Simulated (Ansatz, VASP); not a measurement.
# AgCl: VASP beside Ansatz

```
CELL_PARAMETERS angstrom
3.56434 0.00000 0.00000
0.00000 3.33116 0.00000
0.00000 0.00000 6.66232
ATOMIC_POSITIONS crystal
Ag 0.00000 0.00000 0.00000
Ag 0.00000 0.00000 0.50000
Cl 0.32138 0.50000 0.25000
Cl 0.67862 0.50000 0.75000
```

Change from the starting cell: mode 1 frozen in at -0.595 Å, normal strain along x +0.0700.

Alike in both runs: task single point; functional PBEsol; k mesh 10 × 10 × 6; occupations gaussian, width 0.05 eV; no spin polarisation.

```csv
,VASP,Ansatz
version,VASP 6.6.1,Ansatz 0.2.0
potentials or method,"VASP PAW PBE potentials, release 64 (Ag, Cl), cutoff 520 eV","scalar-relativistic, plane waves, PAW"
valence electrons in the cell,36,52
```

VASP gave:

- gap on the k mesh at the Fermi level (eV): 0.57
- least direct gap on the mesh (eV): 0.62
- pressure (GPa): 1.7
- traceless stress, the component that is largest in VASP (GPa): 2.10
- rms of the force components (eV/Å): 0.049

Q: Estimate Ansatz's values.

A: gap on the k mesh at the Fermi level (eV): 0.57; least direct gap on the mesh (eV): 0.62; pressure (GPa): 1.8; traceless stress, the component that is largest in VASP (GPa): 2.12; rms of the force components (eV/Å): 0.051.

VASP's potentials were made for PBE, not for PBEsol. Atom by atom the forces differ by 0.002 eV/Å (rms over components). The functional is the same, so the differences come from potentials, cutoffs and numerics. VASP's potentials hold 36 valence electrons a cell and Ansatz's 52, so a difference there can come from the potentials and not from the codes.
